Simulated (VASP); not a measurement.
**ZnSe: single point with LDA**

Crystal: ZnSe.

```xyz
2
Lattice="0.0000 2.7268 2.7268 2.7268 0.0000 2.7268 2.7268 2.7268 0.0000" Properties=species:S:1:pos:R:3 pbc="T T T"
Zn    0.0000    0.0000    0.0000
Se    1.3634    1.3634    1.3634
```

```
Program             : VASP 6.6.1
Task                : single point
Functional          : LDA
Potentials or basis : VASP PAW LDA potentials, release 64 (Zn, Se)
Cutoff              : 500 eV
k mesh              : 8 × 8 × 8
Occupations         : gaussian, width 0.02 eV
Spin                : no spin polarisation
```

```yaml
Pressure: 5.6 GPa
Band_gap_on_the_k_mesh: 1.56 eV
```

Levels at points of the mesh, in eV from the valence-band top:
| k point | band 7 | band 8 | band 9 | band 10 | band 11 | band 12 |
| --- | --- | --- | --- | --- | --- | --- |
| (0.00, 0.00, 0.00) | 0.00 | 0.00 | 0.00 | 1.56 | 5.65 | 5.65 |
| (0.50, 0.00, 0.00) | -6.08 | -1.06 | -1.06 | 2.57 | 6.25 | 6.25 |
| (0.50, 0.50, 0.00) | -5.35 | -2.65 | -2.65 | 2.53 | 3.28 | 11.43 |

Run time: 12 s on 1 thread of Intel(R) Xeon(R) Platinum 8488C (Sapphire Rapids), with other jobs on the host, peak memory 0.14 GiB.

Caveat: the cell stands under pressure.
